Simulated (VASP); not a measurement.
Write the native input for VASP 6.6.1 that does the following.

```yaml
Task: single point
Functional: PBE
Potentials_or_basis: VASP PAW PBE potentials, release 64 (Ti_sv, O)
Cutoff: 520 eV
k_mesh: 7 × 7 × 10
Occupations: fermi-dirac, width 0.05 eV
Spin: no spin polarisation
Dipole_correction: no
Further_INCAR_settings: ALGO = Normal; EDIFF = 1e-06; NBANDS = 33
```

The structure of TiO2 lies in POSCAR:

```
TiO2
1.0
    4.5940000000      0.0000000000      0.0000000000
    0.0000000000      4.5940000000      0.0000000000
    0.0000000000      0.0000000000      2.8998200000
Ti O
2 4
Direct
    0.0000000000      0.0000000000      0.0000000000
    0.5000000000      0.5000000000      0.5000000000
    0.3060000000      0.3060000000      0.0000000000
    0.1940000000      0.8060000000      0.5000000000
    0.6940000000      0.6940000000      0.0000000000
    0.8060000000      0.1940000000      0.5000000000
```

This cell differs from its parent crystal: zz strain of -2 %.

One way to write it, as run:

INCAR

```
PREC = Accurate
ENCUT = 520
EDIFF = 1E-6
ISMEAR = -1
SIGMA = 0.05
LREAL = False
LASPH = True
NELM = 80
ALGO = Normal
ISIF = 2
LWAVE = False
LCHARG = False
GGA = PE
NBANDS = 33
```

KPOINTS

```
Automatic mesh
0
Gamma
  7 7 10
```

Potentials or basis: VASP PAW PBE potentials, release 64 (Ti_sv, O).

Launch:

```sh
$ cat potpaw_PBE.64/Ti_sv/POTCAR potpaw_PBE.64/O/POTCAR > POTCAR
$ mpirun -np 1 vasp_std > vasp.out
```

It gave:

```json
{
  "Pressure": "12.5 GPa",
  "Largest force": "0.425 eV/Å",
  "Band gap on the k mesh": "2.00 eV, direct"
}
```

Caveat: the cell differs from its parent crystal (zz strain of -2 %).

Run time: 46 s on 1 thread of Intel(R) Xeon(R) 6975P-C (Granite Rapids) (shared host), peak memory 0.23 GiB.
